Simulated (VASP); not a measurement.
# BAs (F-43m) in VASP: a series of runs

The runs below take BAs through single point, with LDA.

Everything below comes from runs of VASP 6.6.1. Logs are shortened: lines on timing, memory, paths and dates and some standing lists are left out, and cuts for length are marked.

## 1. The cell of the first run

It takes space group F-43m (No. 216, cubic). The conventional cell has a = 4.777 Å, b = 4.777 Å, c = 4.777 Å, α = 90.00°, β = 90.00°, γ = 90.00°. B (site symmetry -43m) has 4 As at 2.07 Å within 2.7 Å. As (site symmetry -43m) has 4 B at 2.07 Å within 2.7 Å.

## 2. Single point, LDA

Contents of INCAR:

```
ALGO = Normal
EDIFF = 1E-7
ENCUT = 520
ISIF = 2
ISMEAR = 0
LASPH = True
LCHARG = False
LREAL = False
LWAVE = False
NBANDS = 11
NELM = 60
PREC = Accurate
SIGMA = 0.01
```

Contents of KPOINTS:

```
k-points
0
Gamma
  3 3 3
```

Contents of POSCAR:

```
BAs
1.0
    0.0000000000      2.3885000000      2.3885000000
    2.3885000000      0.0000000000      2.3885000000
    2.3885000000      2.3885000000      0.0000000000
B As
1 1
Direct
    0.0000000000      0.0000000000      0.0000000000
    0.2500000000      0.2500000000      0.2500000000
```

Potentials or basis: VASP PAW LDA potentials, release 64 (B, As).

On the command line:

```
$ cat potpaw_LDA.64/B/POTCAR potpaw_LDA.64/As/POTCAR > POTCAR
$ mpirun -np 1 vasp_std > vasp.out
```

OUTCAR:

```text
EDIFF = 1E-7
   ENCUT = 520
   ISIF = 2
   ISMEAR = 0
   LASPH = True
   LREAL = False
   NELM = 60
   PREC = Accurate

 ion  position               nearest neighbor table
   1  0.000  0.000  0.000-   2 2.07   2 2.07   2 2.07   2 2.07
   2  0.250  0.250  0.250-   1 2.07   1 2.07   1 2.07   1 2.07

  LATTYP: Found a face centered cubic cell.
 ALAT       =     4.7770000000

  Lattice vectors:

 A1 = (   0.0000000000,   2.3885000000,   2.3885000000)
 A2 = (   2.3885000000,   0.0000000000,   2.3885000000)
 A3 = (   2.3885000000,   2.3885000000,   0.0000000000)

Analysis of symmetry for initial positions (statically):
=====================================================================
 Subroutine PRICEL returns:
 Original cell was already a primitive cell.

 Routine SETGRP: Setting up the symmetry group for a
 face centered cubic supercell.

 Subroutine GETGRP returns: Found 24 space group operations
 (whereof 24 operations were pure point group operations)
 out of a pool of 48 trial point group operations.

The static configuration has the point symmetry T_d .

Analysis of symmetry for dynamics (positions and initial velocities):
=====================================================================
 Subroutine PRICEL returns:
 Original cell was already a primitive cell.

 Routine SETGRP: Setting up the symmetry group for a
 face centered cubic supercell.

 Subroutine GETGRP returns: Found 24 space group operations
 (whereof 24 operations were pure point group operations)
 out of a pool of 48 trial point group operations.

The dynamic configuration has the point symmetry T_d .

 Subroutine INISYM returns: Found 24 space group operations
 (whereof 24 operations are pure point group operations),
 and found     1 'primitive' translations

----------------------------------------------------------------------------------------

                                     Primitive cell

  volume of cell :      27.2525

  direct lattice vectors                    reciprocal lattice vectors
     0.000000000  2.388500000  2.388500000    -0.209336404  0.209336404  0.209336404
     2.388500000  0.000000000  2.388500000     0.209336404 -0.209336404  0.209336404
     2.388500000  2.388500000  0.000000000     0.209336404  0.209336404 -0.209336404

  length of vectors
     3.377849094  3.377849094  3.377849094     0.362581287  0.362581287  0.362581287

  position of ions in fractional coordinates (direct lattice)
     0.000000000  0.000000000  0.000000000
     0.250000000  0.250000000  0.250000000

  ion indices of the primitive-cell ions
   primitive index   ion index
                 1           1
                 2           2

----------------------------------------------------------------------------------------

 KPOINTS: k-points

Automatic generation of k-mesh.
 Grid dimensions read from file:
 generate k-points for:    3    3    3

 Generating k-lattice:

  Cartesian coordinates                     Fractional coordinates (reciprocal lattice)
    -0.069778801  0.069778801  0.069778801     0.333333333  0.000000000  0.000000000
     0.069778801 -0.069778801  0.069778801     0.000000000  0.333333333  0.000000000
     0.069778801  0.069778801 -0.069778801     0.000000000  0.000000000  0.333333333

  Length of vectors
     0.120860429  0.120860429  0.120860429

  Shift w.r.t. Gamma in fractional coordinates (k-lattice)
     0.000000000  0.000000000  0.000000000

 Subroutine IBZKPT returns following result:
 ===========================================

 Found      4 irreducible k-points:

 Following reciprocal coordinates:
            Coordinates               Weight
  0.000000  0.000000  0.000000      1.000000
  0.333333  0.000000  0.000000      8.000000
  0.333333  0.333333  0.000000      6.000000
 -0.333333  0.333333  0.000000     12.000000
   k-points           NKPTS =      4   k-points in BZ     NKDIM =      4   number of bands    NBANDS=     11
   number of dos      NEDOS =    301   number of ions     NIONS =      2
   total plane-waves  NPLWV =  21952
   dimension x,y,z NGX =    28 NGY =   28 NGZ =   28
   dimension x,y,z NGXF=    56 NGYF=   56 NGZF=   56
   ions per type =               1   1
   NGX,Y,Z   is equivalent  to a cutoff of  13.78, 13.78, 13.78 a.u.
   NGXF,Y,Z  is equivalent  to a cutoff of  27.56, 27.56, 27.56 a.u.
 SYSTEM =  unknown system
   PREC   = accura    normal or accurate (medium, high low for compatibility)
   ISTART =      0    job   : 0-new  1-cont  2-samecut
   ICHARG =      2    charge: 1-file 2-atom 10-const
   ISPIN  =      1    spin polarized calculation?
   LNONCOLLINEAR =      F non collinear calculations
   LSORBIT =      F    spin-orbit coupling
   LASPH  =      T    aspherical Exc in radial PAW
   ENCUT  =  520.0 eV  38.22 Ry    6.18 a.u.   6.28  6.28  6.28*2*pi/ulx,y,z
   NELM   =     60;   NELMIN=  2; NELMDL= -5     # of ELM steps
   EDIFF  = 0.1E-06   stopping-criterion for ELM
   LREAL  =      F    real-space projection
   EDIFFG = 0.1E-05   stopping-criterion for IOM
   NSW    =      0    number of steps for IOM
   IBRION =     -1    ionic relax: 0-MD 1-quasi-New 2-CG
   NFREE  =      0    steps in history (QN), initial steepest desc. (CG)
   ISIF   =      2    stress and relaxation
   ISYM   =      2    0-nonsym 1-usesym 2-fastsym
   POTIM  = 0.5000    time-step for ionic-motion
   TEBEG  =    0.0;   TEEND  =   0.0 temperature during run
   PSTRESS=    0.0 pullay stress
   NELECT =       8.0000    total number of electrons
   NUPDOWN=      -1.0000    fix difference up-down
   EMIN   =  10.00;   EMAX   =-10.00  energy-range for DOS
   EFERMI =   0.00;   METHOD = LEGACY
   ISMEAR =     0;   SIGMA  =   0.01  broadening in eV -4-tet -1-fermi 0-gaus
   EFERMI_NEDOS =   21; number of points for ismear=-14 and -15
   IALGO  =     38    algorithm
   IMIX   =      4    mixing-type and parameters
     AMIX     =   0.40;   BMIX     =  1.00
     AMIX_MAG =   1.60;   BMIX_MAG =  1.00
  volume/ion in A,a.u.               =      13.63        91.95
  Fermi-wavevector in a.u.,A,eV,Ry     =   1.088018  2.056057 16.106360  1.183784
  Thomas-Fermi vector in A             =   2.224191
   LORBIT       =      0    0 simple, 1 ext, 2 COOP (PROOUT), +10 PAW based schemes
   GGA     = CA    functional components
   LHFCALC =     F    Hartree Fock is set to
   AEXX    =    0.0000 exact exchange contribution
   IVDW    =     0    specifies the selected vdW correction
   LEPSILON=     F    determine dielectric tensor
   LRPA    =     F    only Hartree local field effects (RPA)
 non-spin polarized calculation
 Gauss-broadening in eV      SIGMA  =   0.01
  energy-cutoff  :      520.00
  volume of cell :       27.25
 maximum number of plane-waves:       751
 NGX is ok and might be reduce to    28
   NGX = 13   NGY = 13   NGZ = 13

 number of electron       8.0000000 magnetization

 Free energy of the ion-electron system (eV)
  ---------------------------------------------------
  ext. energy  EPLUGINS =         0.00000000
  ---------------------------------------------------
  free energy    TOTEN  =       -12.27889693 eV

  energy without entropy =      -12.27889693  energy(sigma->0) =      -12.27889693

 E-fermi :   6.3294     XC(G=0): -10.7516

 val. band max:        6.2645770510   @ k =   0.0000   0.0000   0.0000
 cond. band min:       7.4281990826   @ k =   0.3333   0.3333   0.0000
 fundamental gap:      1.1636220316
 Fermi energy:         6.3293744232

 k-point     1 :       0.0000    0.0000    0.0000
  band No.  band energies     occupation
      1      -9.1524      2.00000
      2       6.2646      2.00000
      3       6.2646      2.00000
      4       6.2646      2.00000
      5       9.4660      0.00000
      6       9.4660      0.00000
      7       9.4660      0.00000
      8      10.9548      0.00000
      9      15.5369      0.00000
     10      19.2274      0.00000
     11      19.2274      0.00000

 k-point     2 :       0.3333    0.0000    0.0000
  band No.  band energies     occupation
      1      -7.4356      2.00000
      2      -0.4891      2.00000
      3       4.7396      2.00000
      4       4.7396      2.00000
      5       9.0909      0.00000
      6      11.0106      0.00000
      7      11.0106      0.00000
      8      14.7620      0.00000
      9      17.5044      0.00000
     10      18.1987      0.00000
     11      18.1987      0.00000

 k-point     3 :       0.3333    0.3333    0.0000
  band No.  band energies     occupation
      1      -6.8195      2.00000
      2       0.3590      2.00000
      3       2.7824      2.00000
      4       2.7824      2.00000
      5       7.4282      0.00000
      6       9.2569      0.00000
      7      15.3029      0.00000
      8      15.3029      0.00000
      9      17.6067      0.00000
     10      21.7840      0.00000
     11      21.8716      0.00000

 k-point     4 :      -0.3333    0.3333    0.0000
  band No.  band energies     occupation
      1      -5.3539      2.00000
      2      -1.5302      2.00000
      3       0.1168      2.00000
      4       3.1920      2.00000
      5       8.6305      0.00000
      6      13.4034      0.00000
      7      14.2947      0.00000
      8      15.5226      0.00000
      9      15.5605      0.00000
     10      18.3193      0.00000
     11      22.8678      0.00000

------------------------ aborting loop because EDIFF is reached ----------------------------------------

  FORCE on cell =-STRESS in cart. coord.  units (eV):
  Direction    XX          YY          ZZ          XY          YZ          ZX
  --------------------------------------------------------------------------------------
  -------------------------------------------------------------------------------------
  Total       -0.1451260     -0.1451260     -0.1451260     -0.0000000     -0.0000000      0.0000000
  in kB       -8.5319819     -8.5319819     -8.5319819     -0.0000000     -0.0000000      0.0000000
  external PRESSURE =      -8.5319819 kB  Pullay stress =       0.0000000 kB

 VOLUME and BASIS-vectors are now :
 -----------------------------------------------------------------------------
  energy-cutoff  :      520.00
  volume of cell :       27.25
      direct lattice vectors                 reciprocal lattice vectors
     0.000000000  2.388500000  2.388500000    -0.209336404  0.209336404  0.209336404
     2.388500000  0.000000000  2.388500000     0.209336404 -0.209336404  0.209336404
     2.388500000  2.388500000  0.000000000     0.209336404  0.209336404 -0.209336404

 POSITION                                       TOTAL-FORCE (eV/Angst)
 -----------------------------------------------------------------------------------
      0.00000      0.00000      0.00000        -0.000000     -0.000000     -0.000000
      1.19425      1.19425      1.19425         0.000000      0.000000      0.000000
 -----------------------------------------------------------------------------------
    total drift:                               -0.000000     -0.000000     -0.000000

  FREE ENERGIE OF THE ION-ELECTRON SYSTEM (eV)
  ---------------------------------------------------
  free  energy   TOTEN  =       -12.2788969337 eV

  energy  without entropy=      -12.2788969337  energy(sigma->0) =      -12.27889693
```

Wall time 2.1 s (1 thread of Intel Xeon Platinum 8488C (Sapphire Rapids), shared host); peak memory 0.13 GiB.

What came out:

```
Free energy            : -12.2789 eV
Pressure               : -0.9 GPa
Band gap on the k mesh : 1.16 eV, indirect (least direct gap 3.20 eV)
```

Levels at points of the mesh, in eV from the valence-band top:
```
           k point  band 2  band 3  band 4  band 5  band 6  band 7
(0.00, 0.00, 0.00)    0.00    0.00    0.00    3.20    3.20    3.20
```

Caveat: the k points lie up to 0.76 Å⁻¹ apart. Expect the measured gap to be larger: semilocal functionals such as LDA lack the derivative discontinuity.

## 3. Single point, LDA

Contents of INCAR:

```
SYSTEM = BAs
ALGO     = Normal         ! electronic algorithm
EDIFF    = 1E-6           ! SCF threshold, eV
ENCUT    = 520            ! plane-wave cutoff, eV
ISIF     = 2              ! what is computed and relaxed
ISMEAR   = 0              ! smearing method
LASPH    = .True.         ! aspherical terms in the spheres
LCHARG   = .False.        ! write CHGCAR
LREAL    = .False.        ! projectors in reciprocal space
LWAVE    = .False.        ! write WAVECAR
NBANDS   = 11             ! bands
NELM     = 80             ! most SCF steps
PREC     = Accurate       ! precision mode
SIGMA    = 0.01           ! smearing width, eV
```

Contents of KPOINTS:

```
k-points
0
Gamma
  4 4 4
  0 0 0
```

POSCAR is that of step 2.

Potentials or basis: VASP PAW LDA potentials, release 64 (B, As).

On the command line:

```
$ cat potpaw_LDA.64/B/POTCAR potpaw_LDA.64/As/POTCAR > POTCAR
$ mpirun -np 1 vasp_std > vasp.out
```

Wall time 2.7 s (1 thread of Intel Xeon Platinum 8488C (Sapphire Rapids), shared host); peak memory 0.13 GiB.

It converged, with:

```
Free energy            : -12.7414 eV
Pressure               : -2.5 GPa
Band gap on the k mesh : 1.31 eV, indirect (least direct gap 3.23 eV)
```

Levels at points of the mesh, in eV from the valence-band top:
```
           k point  band 2  band 3  band 4  band 5  band 6  band 7
(0.00, 0.00, 0.00)    0.00    0.00    0.00    3.23    3.23    3.23
(0.50, 0.00, 0.00)   -8.77   -1.82   -1.82    2.68    4.73    4.73
(0.50, 0.50, 0.00)   -8.44   -4.09   -4.09    1.31    1.39   11.23
```

Caveat: the k points lie up to 0.57 Å⁻¹ apart. A k mesh can miss the band edges.

## 4. Single point, LDA

Contents of INCAR:

```
SYSTEM = BAs
PREC     = Accurate       ! precision mode
ENCUT    = 520            ! plane-wave cutoff, eV
EDIFF    = 1E-6           ! SCF threshold, eV
ISMEAR   = 0              ! smearing method
SIGMA    = 0.01           ! smearing width, eV
LREAL    = .FALSE.        ! projectors in reciprocal space
LASPH    = .TRUE.         ! aspherical terms in the spheres
NELM     = 80             ! most SCF steps
ALGO     = Normal         ! electronic algorithm
ISIF     = 2              ! what is computed and relaxed
LWAVE    = .FALSE.        ! write WAVECAR
LCHARG   = .TRUE.         ! write CHGCAR
GGA      = CA             ! functional
LELF     = .TRUE.         ! ELF
LVHAR    = .TRUE.       
NBANDS   = 11             ! bands
```

Contents of KPOINTS:

```
Automatic mesh
0
G
  5 5 5
  0 0 0
```

POSCAR is that of step 3.

On the command line:

```
$ cat potpaw_LDA.64/B/POTCAR potpaw_LDA.64/As/POTCAR > POTCAR
$ mpirun -np 1 vasp_std > vasp.out
```

It took 3.3 s on 1 thread of Intel Xeon Platinum 8488C (Sapphire Rapids), shared host; peak memory 0.13 GiB.

The run converged. Its results:

```yaml
Free_energy: -12.8646 eV
Pressure: -2.9 GPa
Band_gap_on_the_k_mesh: 1.11 eV, indirect (least direct gap 3.24 eV)
```

Levels at points of the mesh, in eV from the valence-band top:
```
           k point  band 1  band 2  band 3  band 4  band 5  band 6  band 7  band 8
(0.00, 0.00, 0.00)  -15.38    0.00    0.00    0.00    3.24    3.24    3.24    4.69
```

Caveat: the k points lie up to 0.46 Å⁻¹ apart.

## 5. Single point, LDA

Contents of INCAR:

```
SYSTEM = BAs
ALGO = Normal
EDIFF = 1E-6
ENCUT = 520
GGA = CA
ISIF = 2
ISMEAR = 0
LASPH = .True.
LCHARG = .False.
LREAL = .False.
LWAVE = .False.
NBANDS = 11
NELM = 80
PREC = Accurate
SIGMA = 0.01
```

Contents of KPOINTS:

```
k-points
0
Gamma
  6 6 6
  0 0 0
```

POSCAR is that of step 4.

On the command line:

```
$ cat potpaw_LDA.64/B/POTCAR potpaw_LDA.64/As/POTCAR > POTCAR
$ mpirun -np 1 vasp_std > vasp.out
```

It took 4 s on 1 thread of Intel Xeon Platinum 8488C (Sapphire Rapids), shared host; peak memory 0.13 GiB.

Results (log left out):

- Free energy: -12.9020 eV
- Pressure: -3.1 GPa
- Band gap on the k mesh: 1.22 eV, indirect (least direct gap 3.25 eV)

Levels at points of the mesh, in eV from the valence-band top:
| k point | band 1 | band 2 | band 3 | band 4 | band 5 | band 6 | band 7 | band 8 | band 9 |
| --- | --- | --- | --- | --- | --- | --- | --- | --- | --- |
| (0.00, 0.00, 0.00) | -15.38 | 0.00 | 0.00 | 0.00 | 3.25 | 3.25 | 3.25 | 4.69 | 9.35 |
| (0.50, 0.00, 0.00) | -12.52 | -8.76 | -1.82 | -1.82 | 2.69 | 4.75 | 4.75 | 8.69 | 12.47 |
| (0.50, 0.50, 0.00) | -11.24 | -8.43 | -4.08 | -4.08 | 1.33 | 1.41 | 11.23 | 11.23 | 12.64 |

A k mesh can miss the band edges. Expect the measured gap to be larger: semilocal functionals such as LDA lack the derivative discontinuity.

## 6. Single point, LDA

Contents of INCAR:

```
SYSTEM = BAs
  ALGO = Normal
  EDIFF = 1E-6
  ENCUT = 520
  GGA = CA
  ISIF = 2
  ISMEAR = 0
  LASPH = .True.
  LCHARG = .True.
  LELF = .True.
  LREAL = .False.
  LVHAR = .True.
  LWAVE = .False.
  NBANDS = 11
  NELM = 80
  PREC = Accurate
  SIGMA = 0.01
```

Contents of KPOINTS:

```
k-points
0
Gamma
  8 8 8
  0 0 0
```

POSCAR is that of step 5.

Potentials or basis: VASP PAW LDA potentials, release 64 (B, As).

On the command line:

```
$ cat potpaw_LDA.64/B/POTCAR potpaw_LDA.64/As/POTCAR > POTCAR
$ mpirun -np 1 vasp_std > vasp.out
```

It took 6.5 s on 1 thread of Intel Xeon Platinum 8488C (Sapphire Rapids), shared host; peak memory 0.14 GiB.

Results (log left out):

* Free energy: -12.9187 eV
* Pressure: -3.1 GPa
* Band gap on the k mesh: 1.14 eV, indirect (least direct gap 3.25 eV)

Levels at points of the mesh, in eV from the valence-band top:
```csv
k point,band 1,band 2,band 3,band 4,band 5,band 6,band 7,band 8
"(0.00, 0.00, 0.00)",-15.38,0.00,0.00,0.00,3.25,3.25,3.25,4.69
"(0.50, 0.00, 0.00)",-12.52,-8.76,-1.82,-1.82,2.69,4.75,4.75,8.69
"(0.50, 0.50, 0.00)",-11.24,-8.43,-4.08,-4.08,1.34,1.41,11.23,11.23
```

[end of part 1 of 2]
